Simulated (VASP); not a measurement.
Set up this calculation in VASP 6.6.1, as the native input.

| Property | Result |
| --- | --- |
| Task | single point |
| Functional | r2SCAN |
| Potentials or basis | VASP PAW PBE potentials, release 64 (La) |
| Cutoff | 520 eV |
| k mesh | 7 × 7 × 2 |
| Occupations | methfessel-paxton, width 0.1 eV |
| Spin | no spin polarisation |
| Dipole correction | no |
| Further INCAR settings | ALGO = Normal; EDIFF = 1e-07; NBANDS = 30 |

The system is La.

```
La
1.0
     3.74853    0.00000    0.00000
    -1.87427    3.24633    0.00000
     0.00000    0.00000   12.16235
La
4
Direct
  0.00000 0.00000 0.00000
  0.00000 0.00000 0.50000
  0.33333 0.66667 0.75000
  0.66667 0.33333 0.25000
```

One way to write it, as run:

POSCAR

```
La
1.0
    3.7485337402      0.0000000000      0.0000000000
   -1.8742668701      3.2463254459      0.0000000000
    0.0000000000      0.0000000000     12.1623510067
La
4
Direct
    0.0000000000      0.0000000000      0.0000000000
    0.0000000000      0.0000000000      0.5000000000
    0.3333333333      0.6666666667      0.7500000000
    0.6666666667      0.3333333333      0.2500000000
```

INCAR.step1

```
SYSTEM = La
PREC = Accurate
ENCUT = 520
ISMEAR = 1
SIGMA = 0.1
LREAL = .FALSE.
LASPH = .TRUE.
NELM = 60
NBANDS = 30
GGA = PE
ALGO = Normal
EDIFF = 1E-4
LWAVE = .TRUE.
LCHARG = .FALSE.
```

INCAR.step2

```
SYSTEM = La
PREC = Accurate
ENCUT = 520
EDIFF = 1E-7
ISMEAR = 1
SIGMA = 0.1
LREAL = .FALSE.
LASPH = .TRUE.
NELM = 60
ALGO = Normal
ISIF = 2
LWAVE = .FALSE.
LCHARG = .FALSE.
METAGGA = R2SCAN
LMIXTAU = .TRUE.
NBANDS = 30
ISTART = 1
```

KPOINTS

```
Automatic mesh
0
G
  7 7 2
  0 0 0
```

Potentials or basis: VASP PAW PBE potentials, release 64 (La).

The run is started by

```sh
$ cat potpaw_PBE.64/La/POTCAR > POTCAR
$ cp INCAR.step1 INCAR
$ mpirun -np 1 vasp_std > vasp.out
$ cp INCAR.step2 INCAR
$ mpirun -np 1 vasp_std > vasp.out
```

Results of the run:

```yaml
Pressure: 0.1 GPa
Band_gap_on_the_k_mesh: zero (band 22 reaches 8.91 eV, above the bottom of band 23 at 7.81 eV)
```

Caveat: the PAW data sets were made with another functional, which shifts forces and pressure a little; spin-orbit coupling is left out, which moves the levels of the heavy elements.

Run time: 7.5 min on 1 thread of Intel(R) Xeon(R) Platinum 8259CL CPU @ 2.50GHz (Skylake/Cascade Lake), with other jobs on the host, peak memory 0.3 GiB.
